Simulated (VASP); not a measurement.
Wanted: the native input for a VASP 6.6.1 run.

```yaml
Task: single point
Functional: r2SCAN
Potentials_or_basis: VASP PAW PBE potentials, release 64 (Cu)
Cutoff: 520 eV
k_mesh: 22 × 22 × 22
Occupations: gaussian, width 0.15 eV
Spin: no spin polarisation
Dipole_correction: no
Further_INCAR_settings: ALGO = Normal; EDIFF = 1e-07; NBANDS = 12
```

The system is Cu.

```xyz
1
Lattice="0.0000 1.7059 1.8075 1.9091 0.0000 1.8075 1.9091 1.7059 0.0000" Properties=species:S:1:pos:R:3 pbc="T T T"
Cu    0.0000    0.0000    0.0000
```

This cell differs from its parent crystal: strain +0.0562 x Voigt [1, -1, 0, 0, 0, 0].

These files were run (other wordings do the same):

POSCAR

```
Cu
1.0
    0.0000000000      1.7059185000      1.8075000000
    1.9090815000      0.0000000000      1.8075000000
    1.9090815000      1.7059185000      0.0000000000
Cu
1
Direct
    0.0000000000      0.0000000000      0.0000000000
```

INCAR.step1

```
  ALGO = Normal
  EDIFF = 1E-4
  ENCUT = 520
  GGA = PE
  ISMEAR = 0
  LASPH = True
  LCHARG = False
  LREAL = False
  LWAVE = True
  NBANDS = 12
  NELM = 100
  PREC = Accurate
  SIGMA = 0.15
```

INCAR.step2

```
  ALGO = Normal
  EDIFF = 1E-7
  ENCUT = 520
  ISIF = 2
  ISMEAR = 0
  ISTART = 1
  LASPH = True
  LCHARG = False
  LMIXTAU = True
  LREAL = False
  LWAVE = False
  METAGGA = R2SCAN
  NBANDS = 12
  NELM = 100
  PREC = Accurate
  SIGMA = 0.15
```

KPOINTS

```
k-points
0
Gamma
  22 22 22
```

Potentials or basis: VASP PAW PBE potentials, release 64 (Cu).

The run is started by

```sh
$ cat potpaw_PBE.64/Cu/POTCAR > POTCAR
$ cp INCAR.step1 INCAR
$ mpirun -np 1 vasp_std > vasp.out
$ cp INCAR.step2 INCAR
$ mpirun -np 1 vasp_std > vasp.out
```

Results of the run:

| Property | Result |
| --- | --- |
| Pressure | -3.5 GPa |
| Band gap on the k mesh | zero (an odd number of electrons rules out a gap without spin polarisation) |

Caveat: the cell differs from its parent crystal (strain +0.0562 x Voigt [1, -1, 0, 0, 0, 0]); the stress differs along the axes, from -7 to -1 GPa; the PAW data sets were made with another functional, which shifts forces and pressure a little.

Run time: 8.3 min on 1 thread of AMD EPYC 9R45 96-Core Processor (Zen 5), on a shared host, peak memory 0.28 GiB.
